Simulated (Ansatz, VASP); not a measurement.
## One calculation of CuCl, two programs

The input INCAR:

```
SYSTEM = CuCl
ALGO = Normal
EDIFF = 1E-6
ENCUT = 600
GGA = PE
GGA_COMPAT = .FALSE.
ISIF = 2
ISMEAR = 0
LASPH = .TRUE.
LCHARG = .FALSE.
LREAL = .FALSE.
LWAVE = .FALSE.
NBANDS = 16
NELM = 120
PREC = Accurate
SIGMA = 0.02
```

The input KPOINTS:

```
k-points
0
G
  12 12 12
  0 0 0
```

The input POSCAR:

```
CuCl
1.0
    1.9179250145      1.1073145235      3.1315826578
   -1.9179250145      1.1073145235      3.1315826578
    0.0000000000     -2.2146290468      3.1315826579
Cu Cl
1 1
Direct
    0.0085319845      0.0085319845      0.0085319845
    0.7584666855      0.7584666855      0.7584666855
```

Input for Ansatz:

```yaml
crystal:
  lattice:
    - [1.9179250145, 1.1073145235, 3.1315826578]
    - [-1.9179250145, 1.1073145235, 3.1315826578]
    - [0.0, -2.2146290468, 3.1315826579]
  atoms:
    - { symbol: Cu, position: [0.0085319845, 0.0085319845, 0.0085319845] }
    - { symbol: Cl, position: [0.7584666855, 0.7584666855, 0.7584666855] }
basis:
  ecutwfc: 420
kpoints:
  mp_grid: { grid: [12, 12, 12] }
hamiltonian:
  xc: pbe
scf:
  occupations: { method: gaussian, width: 0.02 }
  n_extra_bands: 12
output:
  forces: false
  stress: false
  eigenvalues: true
  optics: { e_range: [0, 14], sigma: 0.1, nscf_kmesh: { grid: [18, 18, 18] } }
checkpoint:
  read: start.run
  write: ck
  compress: false
  write_wavefunctions: false
  write_every: 100000
```

Alike in both runs: task single point; functional PBE; k mesh 12 × 12 × 12; occupations gaussian, width 0.02 eV; no spin polarisation.

```csv
,VASP,Ansatz
version,VASP 6.6.1,Ansatz 0.2.0
potentials or method,"VASP PAW PBE potentials, release 64 (Cu, Cl), cutoff 600 eV","scalar-relativistic, plane waves, PAW"
valence electrons in the cell,18,26
```

|  | VASP | Ansatz | Ansatz less VASP |
| --- | --- | --- | --- |
| gap on the k mesh at the Fermi level (eV) | 0.53 | 0.53 | -0.006 |
| least direct gap on the mesh (eV) | 0.53 | 0.53 | -0.006 |

With one functional, cell and mesh, what is left measures potentials, basis and numerics. VASP's potentials hold 18 valence electrons a cell and Ansatz's 26, so a difference there can come from the potentials and not from the codes.
